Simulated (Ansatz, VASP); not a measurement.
# One calculation of Sb2S, two programs

```
Sb S
1.0
     3.07196    0.00000    0.00000
     0.00000    3.07196    0.00000
     0.00000    0.00000    8.47467
Sb S
2 1
Cartesian
  1.5360 1.5360 2.6666
  1.5360 1.5360 5.8081
  1.5360 1.5360 0.0000
```

Alike in both runs: functional PBE; k mesh 14 × 14 × 6; occupations gaussian, width 0.1 eV; no spin polarisation.

Ansatz relaxed the structure, and its values are those at the end. VASP's run is a single point on that final structure, the one shown.

|  | VASP | Ansatz |
| --- | --- | --- |
| version | VASP 6.6.1 | Ansatz 0.2.0 |
| potentials or method | VASP PAW PBE potentials, release 64 (Sb, S), cutoff 520 eV | scalar-relativistic, plane waves, PAW |
| valence electrons in the cell | 16 | 36 |

```tsv
	VASP	Ansatz	Ansatz less VASP
gap on the k mesh at the Fermi level (eV)	none	none	-
pressure (GPa)	-0.1	0.0	+0.06
```

A gap of «none» marks a metal or a gap that the smearing closes. With one functional, cell and mesh, what is left measures potentials, basis and numerics. VASP's potentials hold 16 valence electrons a cell and Ansatz's 36, so a difference there can come from the potentials and not from the codes.

Spin-orbit coupling is off throughout.
